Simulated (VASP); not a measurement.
# WC (Fm-3m) in VASP: notebook

The runs below take WC through single point, with r2SCAN.

Program: VASP 6.6.1. These are calculated values, not measurements. Logs are shortened: lines on timing, memory, paths and dates and some standing lists are left out, and cuts for length are marked.

## 1. The cell of the first run

The structure is cubic, space group Fm-3m (No. 225). The conventional cell has a = 4.296 Å, b = 4.296 Å, c = 4.296 Å, α = 90.00°, β = 90.00°, γ = 90.00°. W (site symmetry m-3m) has 6 C at 2.15 Å within 2.8 Å. Within 2.8 Å of C (site symmetry m-3m) lie 6 W at 2.15 Å.

## 2. Single point, r2SCAN

POSCAR reads:

```
WC
1.0
    0.0000000000      2.1479227872      2.1479227872
    2.1479227872      0.0000000000      2.1479227872
    2.1479227872      2.1479227872      0.0000000000
W C
1 1
Direct
    0.0000000000      0.0000000000      0.0000000000
    0.5000000000      0.5000000000      0.5000000000
```

INCAR.step1 reads:

```
PREC = Accurate ; ENCUT = 520
ISMEAR = -1 ; SIGMA = 0.05
LREAL = False ; LASPH = True
NELM = 100 ; NBANDS = 16
GGA = PE ; ALGO = Normal
EDIFF = 1E-4 ; LWAVE = True
LCHARG = False
```

INCAR.step2 reads:

```
PREC = Accurate ; ENCUT = 520
EDIFF = 1E-7 ; ISMEAR = -1
SIGMA = 0.05 ; LREAL = False
LASPH = True ; NELM = 100
ALGO = Normal ; ISIF = 2
LWAVE = False ; LCHARG = False
METAGGA = R2SCAN ; LMIXTAU = True
NBANDS = 16 ; ISTART = 1
```

KPOINTS reads:

```
regular mesh
0
Gamma
  10 10 10
```

Potentials or basis: VASP PAW PBE potentials, release 64 (W_sv, C).

On the command line:

```
$ cat potpaw_PBE.64/W_sv/POTCAR potpaw_PBE.64/C/POTCAR > POTCAR
$ cp INCAR.step1 INCAR
$ mpirun -np 1 vasp_std > vasp.out
$ cp INCAR.step2 INCAR
$ mpirun -np 1 vasp_std > vasp.out
```

OUTCAR:

```text
PREC = Accurate
   ENCUT = 520
   EDIFF = 1E-7
   ISMEAR = -1
   LREAL = False
   LASPH = True
   NELM = 100
   ISIF = 2
   METAGGA = R2SCAN
   ISTART = 1

 ion  position               nearest neighbor table
   1  0.000  0.000  0.000-   2 2.15   2 2.15   2 2.15   2 2.15   2 2.15   2 2.15
   2  0.500  0.500  0.500-   1 2.15   1 2.15   1 2.15   1 2.15   1 2.15   1 2.15

  LATTYP: Found a face centered cubic cell.
 ALAT       =     4.2958455744

  Lattice vectors:

 A1 = (   0.0000000000,   2.1479227872,   2.1479227872)
 A2 = (   2.1479227872,   0.0000000000,   2.1479227872)
 A3 = (   2.1479227872,   2.1479227872,   0.0000000000)

Analysis of symmetry for initial positions (statically):
=====================================================================
 Subroutine PRICEL returns:
 Original cell was already a primitive cell.

 Routine SETGRP: Setting up the symmetry group for a
 face centered cubic supercell.

 Subroutine GETGRP returns: Found 48 space group operations
 (whereof 48 operations were pure point group operations)
 out of a pool of 48 trial point group operations.

The static configuration has the point symmetry O_h .

Analysis of symmetry for dynamics (positions and initial velocities):
=====================================================================
 Subroutine PRICEL returns:
 Original cell was already a primitive cell.

 Routine SETGRP: Setting up the symmetry group for a
 face centered cubic supercell.

 Subroutine GETGRP returns: Found 48 space group operations
 (whereof 48 operations were pure point group operations)
 out of a pool of 48 trial point group operations.

The dynamic configuration has the point symmetry O_h .

 Subroutine INISYM returns: Found 48 space group operations
 (whereof 48 operations are pure point group operations),
 and found     1 'primitive' translations

----------------------------------------------------------------------------------------

                                     Primitive cell

  volume of cell :      19.8192

  direct lattice vectors                    reciprocal lattice vectors
     0.000000000  2.147922787  2.147922787    -0.232783042  0.232783042  0.232783042
     2.147922787  0.000000000  2.147922787     0.232783042 -0.232783042  0.232783042
     2.147922787  2.147922787  0.000000000     0.232783042  0.232783042 -0.232783042

  length of vectors
     3.037621537  3.037621537  3.037621537     0.403192056  0.403192056  0.403192056

  position of ions in fractional coordinates (direct lattice)
     0.000000000  0.000000000  0.000000000
     0.500000000  0.500000000  0.500000000

  ion indices of the primitive-cell ions
   primitive index   ion index
                 1           1
                 2           2

----------------------------------------------------------------------------------------

 KPOINTS: regular mesh

Automatic generation of k-mesh.
 Grid dimensions read from file:
 generate k-points for:   10   10   10

 Generating k-lattice:

  Cartesian coordinates                     Fractional coordinates (reciprocal lattice)
    -0.023278304  0.023278304  0.023278304     0.100000000  0.000000000  0.000000000
     0.023278304 -0.023278304  0.023278304     0.000000000  0.100000000  0.000000000
     0.023278304  0.023278304 -0.023278304     0.000000000  0.000000000  0.100000000

  Length of vectors
     0.040319206  0.040319206  0.040319206

  Shift w.r.t. Gamma in fractional coordinates (k-lattice)
     0.000000000  0.000000000  0.000000000

 Subroutine IBZKPT returns following result:
 ===========================================

 Found     47 irreducible k-points:

 Following reciprocal coordinates:
            Coordinates               Weight
  0.000000  0.000000  0.000000      1.000000
  0.100000  0.000000  0.000000      8.000000
  0.200000  0.000000  0.000000      8.000000
  0.300000  0.000000  0.000000      8.000000
  0.400000  0.000000  0.000000      8.000000
  0.500000  0.000000  0.000000      4.000000
[... 16 lines left out ...]
  0.300000  0.300000  0.000000      6.000000
  0.400000  0.300000  0.000000     24.000000
 [... further k-points ...]
   k-points           NKPTS =     47   k-points in BZ     NKDIM =     47   number of bands    NBANDS=     16
   number of dos      NEDOS =    301   number of ions     NIONS =      2
   total plane-waves  NPLWV =  13824
   dimension x,y,z NGX =    24 NGY =   24 NGZ =   24
   dimension x,y,z NGXF=    48 NGYF=   48 NGZF=   48
   ions per type =               1   1
   NGX,Y,Z   is equivalent  to a cutoff of  13.13, 13.13, 13.13 a.u.
   NGXF,Y,Z  is equivalent  to a cutoff of  26.27, 26.27, 26.27 a.u.
 SYSTEM =  unknown system
   PREC   = accura    normal or accurate (medium, high low for compatibility)
   ISTART =      1    job   : 0-new  1-cont  2-samecut
   ICHARG =      0    charge: 1-file 2-atom 10-const
   ISPIN  =      1    spin polarized calculation?
   LNONCOLLINEAR =      F non collinear calculations
   LSORBIT =      F    spin-orbit coupling
   LASPH  =      T    aspherical Exc in radial PAW
   ENCUT  =  520.0 eV  38.22 Ry    6.18 a.u.   5.65  5.65  5.65*2*pi/ulx,y,z
   NELM   =    100;   NELMIN=  2; NELMDL=  0     # of ELM steps
   EDIFF  = 0.1E-06   stopping-criterion for ELM
   LREAL  =      F    real-space projection
   EDIFFG = 0.1E-05   stopping-criterion for IOM
   NSW    =      0    number of steps for IOM
   IBRION =     -1    ionic relax: 0-MD 1-quasi-New 2-CG
   NFREE  =      0    steps in history (QN), initial steepest desc. (CG)
   ISIF   =      2    stress and relaxation
   ISYM   =      2    0-nonsym 1-usesym 2-fastsym
   POTIM  = 0.5000    time-step for ionic-motion
   TEBEG  =    0.0;   TEEND  =   0.0 temperature during run
   PSTRESS=    0.0 pullay stress
   NELECT =      18.0000    total number of electrons
   NUPDOWN=      -1.0000    fix difference up-down
   EMIN   =  10.00;   EMAX   =-10.00  energy-range for DOS
   EFERMI =   0.00;   METHOD = LEGACY
   ISMEAR =    -1;   SIGMA  =   0.05  broadening in eV -4-tet -1-fermi 0-gaus
   EFERMI_NEDOS =   21; number of points for ismear=-14 and -15
   IALGO  =     38    algorithm
   IMIX   =      4    mixing-type and parameters
     AMIX     =   0.40;   BMIX     =  1.00
     AMIX_MAG =   1.60;   BMIX_MAG =  1.00
  volume/ion in A,a.u.               =       9.91        66.87
  Fermi-wavevector in a.u.,A,eV,Ry     =   1.585393  2.995959 34.197859  2.513472
  Thomas-Fermi vector in A             =   2.684865
   LORBIT       =      0    0 simple, 1 ext, 2 COOP (PROOUT), +10 PAW based schemes
   METAGGA = R2SCAN    functional components
   LHFCALC =     F    Hartree Fock is set to
   AEXX    =    0.0000 exact exchange contribution
   IVDW    =     0    specifies the selected vdW correction
   LEPSILON=     F    determine dielectric tensor
   LRPA    =     F    only Hartree local field effects (RPA)
 non-spin polarized calculation
  energy-cutoff  :      520.00
  volume of cell :       19.82
 maximum number of plane-waves:       548
   NGX = 11   NGY = 11   NGZ = 11

 number of electron      17.9999999 magnetization

 Free energy of the ion-electron system (eV)
  ---------------------------------------------------
  ext. energy  EPLUGINS =         0.00000000
  ---------------------------------------------------
  free energy    TOTEN  =       -60.57426271 eV

  energy without entropy =      -60.56885659  energy(sigma->0) =      -60.57155965

 E-fermi :  13.4357     XC(G=0): -15.2567

 val. band max:       13.4129326395   @ k =  -0.1000   0.1000   0.0000
 cond. band min:      13.5044522898   @ k =  -0.3000   0.3000   0.1000
 fundamental gap:      0.0915196503
 Fermi energy:        13.4357264015

 k-point     1 :       0.0000    0.0000    0.0000
  band No.  band energies     occupation
      1     -64.0464      2.00000
      2     -27.3708      2.00000
      3     -27.3708      2.00000
      4     -27.3708      2.00000
      5      -3.9039      2.00000
      6      10.2832      2.00000
[... 8 lines left out ...]
     15      23.8761      0.00000
     16      38.3868      0.00000

 k-point     2 :       0.1000    0.0000    0.0000
  band No.  band energies     occupation
      1     -64.0410      2.00000
      2     -27.4502      2.00000
      3     -27.3788      2.00000
      4     -27.3788      2.00000
      5      -3.5902      2.00000
      6       9.2607      2.00000
[... 8 lines left out ...]
     15      24.5857      0.00000
     16      35.8504      0.00000

 k-point     3 :       0.2000    0.0000    0.0000
  band No.  band energies     occupation
      1     -64.0269      2.00000
      2     -27.6534      2.00000
      3     -27.3997      2.00000
      4     -27.3997      2.00000
      5      -2.7087      2.00000
      6       7.4437      2.00000
[... 8 lines left out ...]
     15      26.1794      0.00000
     16      32.8561      0.00000

 k-point     4 :       0.3000    0.0000    0.0000
  band No.  band energies     occupation
      1     -64.0095      2.00000
      2     -27.8962      2.00000
      3     -27.4254      2.00000
      4     -27.4254      2.00000
      5      -1.4159      2.00000
      6       5.5543      2.00000
[... 8 lines left out ...]
     15      27.3730      0.00000
     16      30.1661      0.00000
[... 324 lines left out ...]
 k-point    22 :      -0.2000    0.2000    0.0000
  band No.  band energies     occupation
      1     -64.0034      2.00000
      2     -27.8524      2.00000
      3     -27.5821      2.00000
      4     -27.4170      2.00000
      5      -1.1556      2.00000
      6       5.2371      2.00000
[... 8 lines left out ...]
     15      27.2969      0.00000
     16      28.3715      0.00000

 k-point    23 :       0.3000    0.3000    0.0000
  band No.  band energies     occupation
      1     -63.9971      2.00000
      2     -27.8448      2.00000
      3     -27.5527      2.00000
      4     -27.5527      2.00000
      5      -1.6295      2.00000
      6       5.4158      2.00000
[... 8 lines left out ...]
     15      27.4877      0.00000
     16      30.2470      0.00000

 k-point    24 :       0.4000    0.3000    0.0000
  band No.  band energies     occupation
      1     -63.9859      2.00000
      2     -27.9452      2.00000
      3     -27.6058      2.00000
      4     -27.5819      2.00000
      5      -1.3369      2.00000
      6       5.6124      2.00000
[... 8 lines left out ...]
     15      26.4910      0.00000
     16      30.2673      0.00000

 [... further k-points ...]
[... 5 lines left out ...]
  --------------------------------------------------------------------------------------
  -------------------------------------------------------------------------------------
  Total        2.7232534      2.7232534      2.7232534      0.0000000      0.0000000      0.0000000
  in kB      220.1469383    220.1469383    220.1469383      0.0000000      0.0000000      0.0000000
  external PRESSURE =     220.1469383 kB  Pullay stress =       0.0000000 kB

 VOLUME and BASIS-vectors are now :
 -----------------------------------------------------------------------------
  energy-cutoff  :      520.00
  volume of cell :       19.82
      direct lattice vectors                 reciprocal lattice vectors
     0.000000000  2.147922787  2.147922787    -0.232783042  0.232783042  0.232783042
     2.147922787  0.000000000  2.147922787     0.232783042 -0.232783042  0.232783042
     2.147922787  2.147922787  0.000000000     0.232783042  0.232783042 -0.232783042

 POSITION                                       TOTAL-FORCE (eV/Angst)
 -----------------------------------------------------------------------------------
      0.00000      0.00000      0.00000        -0.000000      0.000000     -0.000000
      2.14792      2.14792      2.14792         0.000000     -0.000000      0.000000
 -----------------------------------------------------------------------------------
    total drift:                                0.000000     -0.000000     -0.000000

  FREE ENERGIE OF THE ION-ELECTRON SYSTEM (eV)
  ---------------------------------------------------
  free  energy   TOTEN  =       -60.5742627136 eV

  energy  without entropy=      -60.5688565913  energy(sigma->0) =      -60.57155965
```

Run time: 60 s. Hardware: 1 thread of AMD EPYC 9R45 (Zen 5), shared host; peak memory 0.12 GiB.

What came out:

| Item | Value |
| --- | --- |
| Free energy | -60.5743 eV |
| Pressure | 22.0 GPa |
| Band gap on the k mesh | zero (band 9 reaches 14.61 eV, above the bottom of band 10 at 10.96 eV) |

Caveat: the PAW data sets were made with another functional, which shifts forces and pressure a little; spin-orbit coupling is left out, which moves the levels of the heavy elements.

## 3. Single point, r2SCAN

This run uses another cell than the first one, of 10.12 Å³/atom, 1.021 times its volume.

POSCAR reads:

```
WC
1.0
    0.0000000000      2.1630495024      2.1630495024
    2.1630495024      0.0000000000      2.1630495024
    2.1630495024      2.1630495024      0.0000000000
W C
1 1
Direct
    0.0000000000      0.0000000000      0.0000000000
    0.5000000000      0.5000000000      0.5000000000
```

INCAR.step1 reads:

```
PREC = Accurate
ENCUT = 520
ISMEAR = -1
SIGMA = 0.05
LREAL = False
LASPH = True
NELM = 60
NBANDS = 16
GGA = PE
ALGO = Normal
EDIFF = 1E-4
LWAVE = True
LCHARG = False
```

INCAR.step2 reads:

```
PREC = Accurate
ENCUT = 520
EDIFF = 1E-6
ISMEAR = -1
SIGMA = 0.05
LREAL = False
LASPH = True
NELM = 60
ALGO = Normal
ISIF = 2
LWAVE = False
LCHARG = True
METAGGA = R2SCAN
LMIXTAU = True
LELF = True
LVHAR = True
NBANDS = 16
ISTART = 1
```

KPOINTS is that of step 2.

Potentials or basis: VASP PAW PBE potentials, release 64 (W_sv, C).

On the command line:

```
$ cat potpaw_PBE.64/W_sv/POTCAR potpaw_PBE.64/C/POTCAR > POTCAR
$ cp INCAR.step1 INCAR
$ mpirun -np 1 vasp_std > vasp.out
$ cp INCAR.step2 INCAR
$ mpirun -np 1 vasp_std > vasp.out
```

Run time: 51 s. Hardware: 1 thread of AMD EPYC 9R45 (Zen 5), shared host; peak memory 0.12 GiB.

Results (log left out):

```yaml
Free_energy: -60.6197 eV
Pressure: 12.5 GPa
Band_gap_on_the_k_mesh: zero (band 9 reaches 14.22 eV, above the bottom of band 10 at 10.69 eV)
```

Levels at points of the mesh, in eV from the Fermi level:
| k point | band 6 | band 7 | band 8 | band 9 | band 10 | band 11 | band 12 | band 13 |
| --- | --- | --- | --- | --- | --- | --- | --- | --- |
| (0.00, 0.00, 0.00) | -3.06 | -3.06 | -3.06 | -1.31 | -1.31 | -1.31 | -1.13 | -1.13 |
| (0.50, 0.00, 0.00) | -10.63 | -7.31 | -7.31 | 1.12 | 1.12 | 2.61 | 5.35 | 9.58 |
| (0.50, 0.50, 0.00) | -6.28 | -6.07 | -2.84 | -2.84 | 0.87 | 2.46 | 2.46 | 6.08 |

Caveat: the PAW data sets were made with another functional, which shifts forces and pressure a little; spin-orbit coupling is left out, which moves the levels of the heavy elements.

## 4. Single point, r2SCAN

This run uses another cell than the first one, of 10.33 Å³/atom, 1.043 times its volume.

POSCAR reads:

```
WC
1.0
    0.0000000000      2.1779675566      2.1779675566
    2.1779675566      0.0000000000      2.1779675566
    2.1779675566      2.1779675566      0.0000000000
W C
1 1
Direct
    0.0000000000      0.0000000000      0.0000000000
    0.5000000000      0.5000000000      0.5000000000
```

INCAR.step1 reads:

```
SYSTEM = WC
PREC     = Accurate       ! precision mode
ENCUT    = 520            ! plane-wave cutoff, eV
ISMEAR   = -1             ! smearing method
SIGMA    = 0.05           ! smearing width, eV
LREAL    = .FALSE.        ! projectors in reciprocal space
LASPH    = .TRUE.         ! aspherical terms in the spheres
NELM     = 100            ! most SCF steps
NBANDS   = 16             ! bands
GGA      = PE             ! functional
ALGO     = Normal         ! electronic algorithm
EDIFF    = 1E-4           ! SCF threshold, eV
LWAVE    = .TRUE.         ! write WAVECAR
LCHARG   = .FALSE.        ! write CHGCAR
```

INCAR.step2 reads:

```
SYSTEM = WC
PREC     = Accurate       ! precision mode
ENCUT    = 520            ! plane-wave cutoff, eV
EDIFF    = 1E-6           ! SCF threshold, eV
ISMEAR   = -1             ! smearing method
SIGMA    = 0.05           ! smearing width, eV
LREAL    = .FALSE.        ! projectors in reciprocal space
LASPH    = .TRUE.         ! aspherical terms in the spheres
NELM     = 100            ! most SCF steps
ALGO     = Normal         ! electronic algorithm
ISIF     = 2              ! what is computed and relaxed
LWAVE    = .FALSE.        ! write WAVECAR
LCHARG   = .TRUE.         ! write CHGCAR
METAGGA  = R2SCAN         ! meta-GGA
LMIXTAU  = .TRUE.       
LELF     = .TRUE.         ! ELF
LVHAR    = .TRUE.       
NBANDS   = 16             ! bands
ISTART   = 1
```

KPOINTS reads:

```
Automatic mesh
0
G
  10 10 10
  0 0 0
```

On the command line:

```
$ cat potpaw_PBE.64/W_sv/POTCAR potpaw_PBE.64/C/POTCAR > POTCAR
$ cp INCAR.step1 INCAR
$ mpirun -np 1 vasp_std > vasp.out
$ cp INCAR.step2 INCAR
$ mpirun -np 1 vasp_std > vasp.out
```

It took 51 s on 1 thread of AMD EPYC 9R45 (Zen 5), shared host; peak memory 0.12 GiB.

Results (log left out):

```
Free energy            : -60.6413 eV
Pressure               : 3.9 GPa
Band gap on the k mesh : zero (band 9 reaches 13.86 eV, above the bottom of band 10 at 10.43 eV)
```

Levels at points of the mesh, in eV from the Fermi level:
```tsv
k point	band 5	band 6	band 7	band 8	band 9	band 10	band 11	band 12	band 13	band 14
(0.00, 0.00, 0.00)	-16.96	-2.98	-2.98	-2.98	-1.26	-1.26	-1.26	-1.10	-1.10	7.20
(0.50, 0.00, 0.00)	-12.17	-10.44	-7.15	-7.15	1.08	1.08	2.52	5.33	9.35	9.35
(0.50, 0.50, 0.00)	-14.74	-6.11	-6.02	-2.80	-2.80	0.83	2.37	2.37	5.86	7.89
```

Caveat: the PAW data sets were made with another functional, which shifts forces and pressure a little; spin-orbit coupling is left out, which moves the levels of the heavy elements.

(Part 1 of 2 ends here.)
